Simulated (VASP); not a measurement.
Write the native input for VASP 6.6.1 that does the following.

- Task: single point
- Functional: PBE
- Potentials or basis: VASP PAW PBE potentials, release 64 (Cl, Na_pv)
- Cutoff: 500 eV
- k mesh: 8 × 8 × 8
- Occupations: gaussian, width 0.021 eV
- Spin: no spin polarisation
- Dipole correction: no
- Further INCAR settings: ALGO = Normal; EDIFF = 1e-06; NBANDS = 14

The structure of NaCl lies in POSCAR:

```
NaCl
1.0
    0.0000000000      2.7940632177      2.7940632177
    2.7940632177      0.0000000000      2.7940632177
    2.7940632177      2.7940632177      0.0000000000
Cl Na
1 1
Direct
    0.5000000000      0.5000000000      0.5000000000
    0.0000000000      0.0000000000      0.0000000000
```

These files were run (other wordings do the same):

INCAR

```
ALGO = Normal ; EDIFF = 1E-6
ENCUT = 500 ; GGA = PE
GGA_COMPAT = F ; ISIF = 2
ISMEAR = 0 ; LASPH = T
LCHARG = F ; LREAL = F
LWAVE = F ; NBANDS = 14
NELM = 120 ; PREC = Accurate
SIGMA = 0.020999999999999998
```

KPOINTS

```
k-points
0
Gamma
  8 8 8
```

Potentials or basis: VASP PAW PBE potentials, release 64 (Cl, Na_pv).

Launch:

```console
$ cat potpaw_PBE.64/Cl/POTCAR potpaw_PBE.64/Na_pv/POTCAR > POTCAR
$ mpirun -np 1 vasp_std > vasp.out
```

It gave:

The pressure is 1.5 GPa and the band gap on the k mesh is 5.22 eV.

Wall time 17 s on 1 thread of Intel(R) Xeon(R) Platinum 8259CL CPU @ 2.50GHz (Skylake/Cascade Lake), with other jobs on the host, peak memory 0.16 GiB.
